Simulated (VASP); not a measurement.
**O: single point with r2SCAN**

The system is O.

```
CELL_PARAMETERS angstrom
1.67495 0.96703 3.73200
-1.67495 0.96703 3.73200
0.00000 -1.93406 3.73200
ATOMIC_POSITIONS crystal
O 0.05461 0.05461 0.05461
O 0.94539 0.94539 0.94539
```

```json
{"Program": "VASP 6.6.1", "Task": "single point", "Functional": "r2SCAN", "Potentials or basis": "VASP PAW PBE potentials, release 64 (O)", "Cutoff": "520 eV", "k mesh": "9 × 9 × 9", "Occupations": "gaussian, width 0.05 eV", "Spin": "no spin polarisation"}
```

* Pressure: -3.6 GPa
* Largest force: 0.140 eV/Å
* Band gap on the k mesh: zero (bands 6 and 7 overlap by 0.51 eV)

Forces on the atoms (eV/Å):
```
O    0.000  0.000  0.140
O    0.000  0.000 -0.140
```

Stress tensor (GPa, compression positive):
```
-5.09  0.00  0.00
 0.00 -5.09  0.00
 0.00  0.00 -0.66
```

Levels at points of the mesh, in eV from the Fermi level:
| k point | band 3 | band 4 | band 5 | band 6 | band 7 | band 8 | band 9 | band 10 |
| --- | --- | --- | --- | --- | --- | --- | --- | --- |
| (0.00, 0.00, 0.00) | -8.09 | -6.62 | -6.62 | 0.21 | 0.21 | 6.99 | 11.03 | 14.22 |

It took 50 s on 1 thread of Intel(R) Xeon(R) 6975P-C (Granite Rapids) (shared host), peak memory 0.19 GiB.

Caveat: the standard files for N, O and F lose accuracy on very short bonds; spin is off for a triplet molecule; the cell stands under tension; the PAW data sets were made with another functional, which shifts forces and pressure a little.
